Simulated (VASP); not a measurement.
SnO, 4 atoms in the cell. The structure is tetragonal, space group P4/nmm (No. 129). Conventional cell: a = 4.024 Å, b = 4.024 Å, c = 4.405 Å, α = 90.00°, β = 90.00°, γ = 90.00°. Sn (site symmetry 4mm) has 4 O at 2.28 Å within 3.0 Å. Within 3.0 Å of O (site symmetry -4m2) lie 4 Sn at 2.28 Å and 4 O at 2.85 Å. 

| Item | Value |
| --- | --- |
| Program | VASP 6.6.1 |
| Task | single point |
| Functional | LDA |
| Potentials or basis | VASP PAW LDA potentials, release 64 (Sn_d, O) |
| Cutoff | 520 eV |
| k mesh | 12 × 12 × 10 |
| Occupations | gaussian, width 0.15 eV |
| Spin | no spin polarisation |
| Dipole correction | no |
| Further INCAR settings | ALGO = Normal; EDIFF = 1e-06; NBANDS = 28 |

Potentials or basis: VASP PAW LDA potentials, release 64 (Sn_d, O).

Run with:

```sh
$ cat potpaw_LDA.64/Sn_d/POTCAR potpaw_LDA.64/O/POTCAR > POTCAR
$ mpirun -np 1 vasp_std > vasp.out
```

Hardware: 1 thread of Intel Xeon 8259CL, with other jobs on the host.

Question: How long does it take, and how much memory?

Answer: Wall time 8.6 min on 1 thread of Intel Xeon 8259CL (shared host), peak memory 0.36 GiB. Counts: scf iterations 14, k points 168.
